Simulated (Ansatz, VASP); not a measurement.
One calculation of GaS5, two programs

INCAR

```
ALGO = Normal
EDIFF = 1E-6
EDIFFG = -0.01
ENCUT = 600
GGA = PE
IBRION = 2
ISIF = 3
ISMEAR = 0
LASPH = True
LCHARG = False
LREAL = False
LWAVE = False
NELM = 80
NSW = 100
PREC = Accurate
SIGMA = 0.1
```

The input KPOINTS:

```
k-points
0
Gamma
  6 6 6
```

POSCAR

```
GaS5
1.0
    3.4991214164     -3.4996477924      0.0000000000
    3.4991214164      3.4996477924      0.0000000000
    0.0000000000      0.0000000000      4.8900700712
Ga S
1 5
Direct
    0.0000000000      0.0000000000      0.0000000000
    0.0000000000      0.5000000000      0.5000000000
    0.5000000000      0.0000000000      0.5000000000
    0.0000000000      0.5000000000      0.0000000000
    0.5000000000      0.0000000000      0.0000000000
    0.0000000000      0.0000000000      0.5000000000
```

Input for Ansatz:

```yaml
crystal:
  lattice:
    - [3.4991214164, -3.4996477924, 0.0]
    - [3.4991214164, 3.4996477924, 0.0]
    - [0.0, 0.0, 4.8900700712]
  atoms:
    - { symbol: Ga, position: [0.0, 0.0, 0.0] }
    - { symbol: S, position: [0.0, 0.5, 0.5] }
    - { symbol: S, position: [0.5, 0.0, 0.5] }
    - { symbol: S, position: [0.0, 0.5, 0.0] }
    - { symbol: S, position: [0.5, 0.0, 0.0] }
    - { symbol: S, position: [0.0, 0.0, 0.5] }
basis:
  ecutwfc: 420
kpoints:
  mp_grid: { grid: [6, 6, 6] }
hamiltonian:
  xc: pbe
scf:
  occupations: { method: gaussian, width: 0.1 }
output:
  forces: true
  stress: true
  eigenvalues: true
  write_density: true
  write_potential: true
  elf: true
  volumetric_format: npy
relax:
  adjacent_minimum: "off"
  f_tol: 0.01
  max_steps: 80
  cell: { stress_tol: 0.05 }
```

Alike in both runs: task relaxation of cell and atoms; functional PBE; k mesh 6 × 6 × 6; occupations gaussian, width 0.1 eV; no spin polarisation.

```csv
,VASP,Ansatz
version,VASP 6.6.1,Ansatz 0.2.0
potentials or method,"VASP PAW PBE potentials, release 64 (Ga_d, S), cutoff 600 eV","scalar-relativistic, plane waves, PAW"
valence electrons in the cell,43,43
```

VASP gave:

```
gap on the k mesh at the Fermi level, each at its own relaxed structure (eV)  : none
relaxed volume (Å³/atom)                                                      : 19.98
relaxed length of the cell vector where the two differ most in proportion (Å) : 4.958
```

Task: Estimate Ansatz's values.

Result: gap on the k mesh at the Fermi level, each at its own relaxed structure (eV): none; relaxed volume (Å³/atom): 19.99; relaxed length of the cell vector where the two differ most in proportion (Å): 4.961.

A gap of «none» marks a metal or a gap that the smearing closes.

Noted on VASP's run: too few bands were computed for a metal, which touches its energy and stress.
